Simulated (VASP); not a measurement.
Runs of VASP 6.6.1 on Al. The structure is that of space group Fm-3m (No. 225), or close to it. The cells are those of the table. 

```tsv
cell	gap on the mesh (eV)	pressure (GPa)
a = 2.841, b = 2.862 Å, angles 59.8, 60.5, 59.8°, 1 atom	none	-2.5
a = 2.870, b = 2.862 Å, angles 60.1, 59.8, 60.1°, 1 atom	none	-3.9
a = 2.884, b = 2.862 Å, angles 60.2, 59.5, 60.2°, 1 atom	none	(a)
a = 2.887, b = 2.862 Å, angles 60.3, 59.4, 60.3°, 1 atom	none	-4.7
a = 2.877, b = 2.862 Å, angles 60.2, 59.7, 60.2°, 1 atom	none	-4.2
a = 2.848, b = 2.862 Å, angles 59.8, 60.3, 59.8°, 1 atom	none	(b)
a = 2.834, b = 2.862 Å, angles 59.7, 60.7, 59.7°, 1 atom	none	-2.1
a = 2.891, b = 2.862 Å, angles 60.3, 59.3, 60.3°, 1 atom	none	-4.8
a = 2.855, b = 2.862 Å, angles 59.9, 60.2, 59.9°, 1 atom	none	-3.2
```

Alike in all rows: task single point; level LDA; potentials or basis VASP PAW LDA potentials, release 64 (Al); no spin polarisation; k mesh 20 × 20 × 20; cutoff (eV) 520; smearing gaussian 0.15 eV.

Fill in the values left out.

(a) -4.5; (b) -2.9.

A gap of «none» marks levels without a gap at the run's occupations.
